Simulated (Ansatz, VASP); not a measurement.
**TlF3 in VASP and in Ansatz**

File INCAR:

```
SYSTEM = TlF3
ALGO = Normal
EDIFF = 1E-6
ENCUT = 1010
GGA = PE
GGA_COMPAT = .False.
ISIF = 2
ISMEAR = 0
LASPH = .True.
LCHARG = .False.
LREAL = .False.
LWAVE = .False.
NBANDS = 25
NELM = 120
NELMDL = -8
PREC = Accurate
SIGMA = 0.01
```

File KPOINTS:

```
k-points
0
Gamma
  1 1 1
  0 0 0
```

The input POSCAR:

```
TlF3
1.0
   11.9000000000      0.0000000000      0.0000000000
    0.0000000000      9.0000000000      0.0000000000
    0.0000000000      0.0000000000     12.6200000000
Tl F
1 3
Direct
    0.4518411800      0.5000000000      0.4998296400
    0.3781512600      0.5000000000      0.6430816200
    0.3781512600      0.5000000000      0.3565768600
    0.6214554600      0.5000000000      0.4998296400
```

Input for Ansatz:

```yaml
crystal:
  lattice:
    - [11.9, 0.0, 0.0]
    - [0.0, 9.0, 0.0]
    - [0.0, 0.0, 12.62]
  atoms:
    - { symbol: Tl, position: [0.45184118, 0.5, 0.49982964] }
    - { symbol: F, position: [0.37815126, 0.5, 0.64308162] }
    - { symbol: F, position: [0.37815126, 0.5, 0.35657686] }
    - { symbol: F, position: [0.62145546, 0.5, 0.49982964] }
basis:
  ecutwfc: 420
  ecutrho_ratio: 4
kpoints:
  mp_grid: { grid: [1, 1, 1] }
hamiltonian:
  xc: pbe
scf:
  occupations: { method: gaussian, width: 0.01 }
output:
  forces: true
  eigenvalues: true
  populations: true
```

Alike in both runs: task single point; functional PBE; k mesh 1 × 1 × 1; occupations gaussian, width 0.01 eV; no spin polarisation.

```csv
,VASP,Ansatz
version,VASP 6.6.1,Ansatz 0.2.0
potentials or method,"VASP PAW PBE potentials, release 64 (Tl_d, F_h), cutoff 1010 eV","scalar-relativistic, plane waves, PAW"
valence electrons in the cell,34,34
```

```csv
,VASP,Ansatz,Ansatz less VASP
gap on the k mesh at the Fermi level (eV),3.36,3.37,+0.011
rms of the force components (eV/Å),0.157,0.129,-0.0286
```

Atom by atom the forces differ by 0.029 eV/Å (rms over components). The functional is the same, so the differences come from potentials, cutoffs and numerics. Ansatz's warnings: structure snapped to symmetry.

Spin-orbit coupling is off throughout.
